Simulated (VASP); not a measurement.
# B (P6_3/mmc) in VASP: notebook

Runs on B. Level: BLYP. Tasks: single point, relaxation of cell and atoms.

Program: VASP 6.6.1. These are calculated values, not measurements. Logs are shortened: lines on timing, memory, paths and dates and some standing lists are left out, and cuts for length are marked.

## Step 1: The cell of the first run

Symmetry: P6_3/mmc, No. 194, hexagonal system. The conventional cell has a = 1.783 Å, b = 1.783 Å, c = 22.133 Å, α = 90.00°, β = 90.00°, γ = 120.00°. B (site symmetry -3m) has 6 B at 1.78 Å within 2.4 Å. B (site symmetry -6m2) has 6 B at 1.78 Å within 2.4 Å.

## Step 2: Single point, BLYP (volume scaled by 1.12)

Contents of INCAR:

```
AGGAC = 1.0
AGGAX = 1.0
ALDAC = 0.0
ALDAX = 1.0
ALGO = Normal
EDIFF = 1E-7
ENCUT = 520
GGA = B5
ISIF = 2
ISMEAR = -1
LASPH = T
LCHARG = F
LREAL = F
LWAVE = F
NBANDS = 14
NELM = 100
PREC = Accurate
SIGMA = 0.1
```

Contents of KPOINTS:

```
k-points
0
Gamma
  23 23 2
```

Contents of POSCAR:

```
B
1.0
    1.7831341476      0.0000000000      0.0000000000
   -0.8915670738      1.5442394702      0.0000000000
    0.0000000000      0.0000000000     22.1325438329
B
4
Direct
    0.0000000000      1.0000000000      0.0000000000
    0.0000000000      1.0000000000      0.5000000000
    0.3333333333      0.6666666667      0.2500000000
    0.6666666667      0.3333333333      0.7500000000
```

Potentials or basis: VASP PAW PBE potentials, release 64 (B).

On the command line:

```sh
cat potpaw_PBE.64/B/POTCAR > POTCAR
mpirun -np 1 vasp_std > vasp.out
```

OUTCAR:

```text
EDIFF = 1E-7
   ENCUT = 520
   GGA = B5
   ISIF = 2
   ISMEAR = -1
   LASPH = T
   LREAL = F
   NELM = 100
   PREC = Accurate

 ion  position               nearest neighbor table
   1  0.000  0.000  0.000-
   2  0.000  0.000  0.500-
   3  0.333  0.667  0.250-
   4  0.667  0.333  0.750-

  LATTYP: Found a hexagonal cell.
 ALAT       =     1.7831341476
 C/A-ratio  =    12.4121585932

  Lattice vectors:

 A1 = (   1.7831341476,   0.0000000000,   0.0000000000)
 A2 = (  -0.8915670738,   1.5442394702,   0.0000000000)
 A3 = (   0.0000000000,   0.0000000000,  22.1325438329)

Analysis of symmetry for initial positions (statically):
=====================================================================
 Subroutine PRICEL returns:
 Original cell was already a primitive cell.

 Routine SETGRP: Setting up the symmetry group for a
 hexagonal supercell.

 Subroutine GETGRP returns: Found 24 space group operations
 (whereof 12 operations were pure point group operations)
 out of a pool of 24 trial point group operations.

The static configuration has the point symmetry D_3d.
 The point group associated with its full space group is D_6h.

Analysis of symmetry for dynamics (positions and initial velocities):
=====================================================================
 Subroutine PRICEL returns:
 Original cell was already a primitive cell.

 Routine SETGRP: Setting up the symmetry group for a
 hexagonal supercell.

 Subroutine GETGRP returns: Found 24 space group operations
 (whereof 12 operations were pure point group operations)
 out of a pool of 24 trial point group operations.

The dynamic configuration has the point symmetry D_3d.
 The point group associated with its full space group is D_6h.

 Subroutine INISYM returns: Found 24 space group operations
 (whereof 12 operations are pure point group operations),
 and found     1 'primitive' translations

----------------------------------------------------------------------------------------

                                     Primitive cell

  volume of cell :      60.9439

  direct lattice vectors                    reciprocal lattice vectors
     1.783134148  0.000000000  0.000000000     0.560810302  0.323783979  0.000000000
    -0.891567074  1.544239470  0.000000000     0.000000000  0.647567958  0.000000000
     0.000000000  0.000000000 22.132543833     0.000000000  0.000000000  0.045182335

  length of vectors
     1.783134148  1.783134148 22.132543833     0.647567958  0.647567958  0.045182335

  position of ions in fractional coordinates (direct lattice)
     0.000000000  0.000000000  0.000000000
     0.000000000  0.000000000  0.500000000
     0.333333333  0.666666667  0.250000000
     0.666666667  0.333333333  0.750000000

  ion indices of the primitive-cell ions
   primitive index   ion index
                 1           1
                 2           2
                 3           3
                 4           4

----------------------------------------------------------------------------------------

 KPOINTS: k-points

Automatic generation of k-mesh.
 Grid dimensions read from file:
 generate k-points for:   23   23    2

 Generating k-lattice:

  Cartesian coordinates                     Fractional coordinates (reciprocal lattice)
     0.024383057  0.014077564  0.000000000     0.043478261  0.000000000  0.000000000
     0.000000000  0.028155129  0.000000000     0.000000000  0.043478261  0.000000000
     0.000000000  0.000000000  0.022591167     0.000000000  0.000000000  0.500000000

  Length of vectors
     0.028155129  0.028155129  0.022591167

  Shift w.r.t. Gamma in fractional coordinates (k-lattice)
     0.000000000  0.000000000  0.000000000

 Subroutine IBZKPT returns following result:
 ===========================================

 Found    112 irreducible k-points:

 Following reciprocal coordinates:
            Coordinates               Weight
  0.000000  0.000000  0.000000      1.000000
  0.043478  0.000000  0.000000      6.000000
  0.086957  0.000000  0.000000      6.000000
  0.130435  0.000000  0.000000      6.000000
  0.173913  0.000000  0.000000      6.000000
  0.217391  0.000000  0.000000      6.000000
[... 16 lines left out ...]
  0.478261  0.043478  0.000000      6.000000
  0.086957  0.086957  0.000000      6.000000
 [... further k-points ...]
   k-points           NKPTS =    112   k-points in BZ     NKDIM =    112   number of bands    NBANDS=     14
   number of dos      NEDOS =    301   number of ions     NIONS =      4
   total plane-waves  NPLWV =  32928
   dimension x,y,z NGX =    14 NGY =   14 NGZ =  168
   dimension x,y,z NGXF=    28 NGYF=   28 NGZF=  336
   ions per type =               4
   NGX,Y,Z   is equivalent  to a cutoff of  13.05, 13.05, 12.62 a.u.
   NGXF,Y,Z  is equivalent  to a cutoff of  26.11, 26.11, 25.24 a.u.
 SYSTEM =  unknown system
   PREC   = accura    normal or accurate (medium, high low for compatibility)
   ISTART =      0    job   : 0-new  1-cont  2-samecut
   ICHARG =      2    charge: 1-file 2-atom 10-const
   ISPIN  =      1    spin polarized calculation?
   LNONCOLLINEAR =      F non collinear calculations
   LSORBIT =      F    spin-orbit coupling
   LASPH  =      T    aspherical Exc in radial PAW
   ENCUT  =  520.0 eV  38.22 Ry    6.18 a.u.   3.32  3.32 41.15*2*pi/ulx,y,z
   NELM   =    100;   NELMIN=  2; NELMDL= -5     # of ELM steps
   EDIFF  = 0.1E-06   stopping-criterion for ELM
   LREAL  =      F    real-space projection
   EDIFFG = 0.1E-05   stopping-criterion for IOM
   NSW    =      0    number of steps for IOM
   IBRION =     -1    ionic relax: 0-MD 1-quasi-New 2-CG
   NFREE  =      0    steps in history (QN), initial steepest desc. (CG)
   ISIF   =      2    stress and relaxation
   ISYM   =      2    0-nonsym 1-usesym 2-fastsym
   POTIM  = 0.5000    time-step for ionic-motion
   TEBEG  =    0.0;   TEEND  =   0.0 temperature during run
   PSTRESS=    0.0 pullay stress
   NELECT =      12.0000    total number of electrons
   NUPDOWN=      -1.0000    fix difference up-down
   EMIN   =  10.00;   EMAX   =-10.00  energy-range for DOS
   EFERMI =   0.00;   METHOD = LEGACY
   ISMEAR =    -1;   SIGMA  =   0.10  broadening in eV -4-tet -1-fermi 0-gaus
   EFERMI_NEDOS =   21; number of points for ismear=-14 and -15
   IALGO  =     38    algorithm
   IMIX   =      4    mixing-type and parameters
     AMIX     =   0.40;   BMIX     =  1.00
     AMIX_MAG =   1.60;   BMIX_MAG =  1.00
  volume/ion in A,a.u.               =      15.24       102.82
  Fermi-wavevector in a.u.,A,eV,Ry     =   0.952413  1.799799 12.341712  0.907090
  Thomas-Fermi vector in A             =   2.080973
   LORBIT       =      0    0 simple, 1 ext, 2 COOP (PROOUT), +10 PAW based schemes
   GGA     = B5    functional components
   LHFCALC =     F    Hartree Fock is set to
   AEXX    =    0.0000 exact exchange contribution
   IVDW    =     0    specifies the selected vdW correction
   LEPSILON=     F    determine dielectric tensor
   LRPA    =     F    only Hartree local field effects (RPA)
 non-spin polarized calculation
  energy-cutoff  :      520.00
  volume of cell :       60.94
 maximum number of plane-waves:      1690
 NGX is ok and might be reduce to    14
   NGX =  7   NGY =  7   NGZ = 83

 number of electron      12.0000000 magnetization

 Free energy of the ion-electron system (eV)
  ---------------------------------------------------
  ext. energy  EPLUGINS =         0.00000000
  ---------------------------------------------------
  free energy    TOTEN  =       -21.36535667 eV

  energy without entropy =      -21.30584033  energy(sigma->0) =      -21.33559850

 E-fermi :   2.1911     XC(G=0):  -6.9152

 val. band max:        2.1088119076   @ k =   0.2174   0.1739   0.0000
 cond. band min:       2.2123329777   @ k =   0.2609   0.1304   0.0000
 fundamental gap:      0.1035210701
 Fermi energy:         2.1910734325

 k-point     1 :       0.0000    0.0000    0.0000
  band No.  band energies     occupation
      1     -13.9312      2.00000
      2     -13.9282      2.00000
      3     -13.9282      2.00000
      4     -13.9251      2.00000
      5      -4.7486      2.00000
      6      -4.6860      2.00000
      7      -4.6859      2.00000
      8      -4.6210      2.00000
      9       4.0460      0.00000
     10       4.7555      0.00000
     11       4.7556      0.00000
     12       6.2377      0.00000
     13       7.4296      0.00000
     14       9.7913      0.00000

 k-point     2 :       0.0435    0.0000    0.0000
  band No.  band energies     occupation
      1     -13.8498      2.00000
      2     -13.8469      2.00000
      3     -13.8469      2.00000
      4     -13.8439      2.00000
      5      -4.6351      2.00000
      6      -4.5726      2.00000
      7      -4.5725      2.00000
      8      -4.5077      2.00000
      9       4.1570      0.00000
     10       4.8666      0.00000
     11       4.8667      0.00000
     12       6.3541      0.00000
     13       7.5285      0.00000
     14       9.8961      0.00000

 k-point     3 :       0.0870    0.0000    0.0000
  band No.  band energies     occupation
      1     -13.6062      2.00000
      2     -13.6033      2.00000
      3     -13.6033      2.00000
      4     -13.6004      2.00000
      5      -4.2948      2.00000
      6      -4.2327      2.00000
      7      -4.2326      2.00000
      8      -4.1682      2.00000
      9       4.4893      0.00000
     10       5.1991      0.00000
     11       5.1991      0.00000
     12       6.7031      0.00000
     13       7.8227      0.00000
     14      10.2081      0.00000
[... 324 lines left out ...]
 k-point    23 :       0.4783    0.0435    0.0000
  band No.  band energies     occupation
      1      -5.9401      2.00000
      2      -5.9399      2.00000
      3      -5.9399      2.00000
      4      -5.9398      2.00000
      5       2.6225      0.02641
      6       2.6245      0.02589
      7       2.6245      0.02589
      8       2.6265      0.02538
      9       7.2606      0.00000
     10       7.2702      0.00000
     11       7.2703      0.00000
     12       7.2799      0.00000
     13      14.3557      0.00000
     14      14.4272      0.00000

 k-point    24 :       0.0870    0.0870    0.0000
  band No.  band energies     occupation
      1     -12.9587      2.00000
      2     -12.9561      2.00000
      3     -12.9561      2.00000
      4     -12.9535      2.00000
      5      -3.3903      2.00000
      6      -3.3293      2.00000
      7      -3.3293      2.00000
      8      -3.2660      2.00000
      9       5.3699      0.00000
     10       6.0790      0.00000
     11       6.0791      0.00000
     12       7.6317      0.00000
     13       8.5875      0.00000
     14      11.0209      0.00000

 [... further k-points ...]
[... 5 lines left out ...]
  --------------------------------------------------------------------------------------
  -------------------------------------------------------------------------------------
  Total       -6.5678431     -6.5678431      0.0266728      0.0000000      0.0000000      0.0000000
  in kB     -172.6646185   -172.6646185      0.7012110      0.0000000      0.0000000      0.0000000
  external PRESSURE =    -114.8760087 kB  Pullay stress =       0.0000000 kB

 VOLUME and BASIS-vectors are now :
 -----------------------------------------------------------------------------
  energy-cutoff  :      520.00
  volume of cell :       60.94
      direct lattice vectors                 reciprocal lattice vectors
     1.783134148  0.000000000  0.000000000     0.560810302  0.323783979  0.000000000
    -0.891567074  1.544239470  0.000000000     0.000000000  0.647567958  0.000000000
     0.000000000  0.000000000 22.132543833     0.000000000  0.000000000  0.045182335

 POSITION                                       TOTAL-FORCE (eV/Angst)
 -----------------------------------------------------------------------------------
      0.00000      0.00000      0.00000        -0.000000      0.000000      0.000000
      0.00000      0.00000     11.06627        -0.000000      0.000000      0.000000
     -0.00000      1.02949      5.53314        -0.000000     -0.000000     -0.000000
      0.89157      0.51475     16.59941         0.000000      0.000000      0.000000
 -----------------------------------------------------------------------------------
    total drift:                               -0.000000     -0.000000      0.000000

  FREE ENERGIE OF THE ION-ELECTRON SYSTEM (eV)
  ---------------------------------------------------
  free  energy   TOTEN  =       -21.3653566690 eV

  energy  without entropy=      -21.3058403330  energy(sigma->0) =      -21.33559850
```

Wall time 60 s (1 thread of AMD EPYC 9R45 (Zen 5), shared host); peak memory 0.18 GiB.

What came out:

```
Free energy            : -21.3654 eV
Pressure               : -11.5 GPa
Band gap on the k mesh : zero (band 6 reaches 5.24 eV, above the bottom of band 7 at -4.69 eV)
```

Levels at points of the mesh, in eV from the Fermi level:
```tsv
k point	band 6	band 7	band 8	band 9	band 10	band 11
(0.00, 0.00, 0.00)	-6.88	-6.88	-6.81	1.85	2.56	2.56
(0.00, 0.00, 0.50)	-6.92	-6.83	-6.83	2.04	2.04	3.37
```

Caveat: the PAW data sets were made with another functional, which shifts forces and pressure a little.

(Continued in part 2 of 2.)
